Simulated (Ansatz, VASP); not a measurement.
## One calculation of NaF, two programs

INCAR

```
SYSTEM = NaF
PREC = Accurate
ENCUT = 520
EDIFF = 1E-7
ISMEAR = 0
SIGMA = 0.05
LREAL = .FALSE.
LASPH = .TRUE.
NELM = 100
ALGO = Normal
ISIF = 2
LWAVE = .FALSE.
LCHARG = .FALSE.
GGA = PE
NBANDS = 14
```

The input KPOINTS:

```
Automatic mesh
0
G
  8 8 8
  0 0 0
```

POSCAR

```
NaF
1.0
    0.0000000000      2.3233000000      2.3233000000
    2.3233000000      0.0000000000      2.3233000000
    2.3233000000      2.3233000000      0.0000000000
Na F
1 1
Direct
    0.0000000000      0.0000000000      0.0000000000
    0.5269013903      0.5269013903      0.4730986097
```

Input for Ansatz:

```yaml
crystal:
  lattice:
    - [0.0, 2.3233, 2.3233]
    - [2.3233, 0.0, 2.3233]
    - [2.3233, 2.3233, 0.0]
  atoms:
    - { symbol: Na, position: [0.0, 0.0, 0.0] }
    - { symbol: F, position: [0.5269013903, 0.5269013903, 0.4730986097] }
basis:
  ecutwfc: 420
kpoints:
  mp_grid: { grid: [8, 8, 8] }
hamiltonian:
  xc: pbe
scf:
  occupations: { method: gaussian, width: 0.05 }
output:
  forces: true
  stress: true
  eigenvalues: true
```

Change from the starting cell: all F atoms moved +0.125 Å, as atom 2 along Cartesian [0 0 1].

Alike in both runs: task single point; functional PBE; k mesh 8 × 8 × 8; occupations gaussian, width 0.05 eV; no spin polarisation.

|  | VASP | Ansatz |
| --- | --- | --- |
| version | VASP 6.6.1 | Ansatz 0.2.0 |
| potentials or method | VASP PAW PBE potentials, release 64 (Na_pv, F), cutoff 520 eV | scalar-relativistic, plane waves, PAW |
| valence electrons in the cell | 14 | 16 |

|  | VASP | Ansatz | Ansatz less VASP |
| --- | --- | --- | --- |
| gap on the k mesh at the Fermi level (eV) | 6.26 | 6.27 | +0.016 |
| least direct gap on the mesh (eV) | 6.26 | 6.27 | +0.016 |
| pressure (GPa) | 2.1 | 2.2 | +0.10 |
| traceless stress, the component that is largest in VASP (GPa) | 1.22 | 1.17 | -0.049 |
| rms of the force components (eV/Å) | 0.185 | 0.179 | -0.0059 |

Atom by atom the forces differ by 0.006 eV/Å (rms over components). VASP's potentials hold 14 valence electrons a cell and Ansatz's 16, so a difference there can come from the potentials and not from the codes.
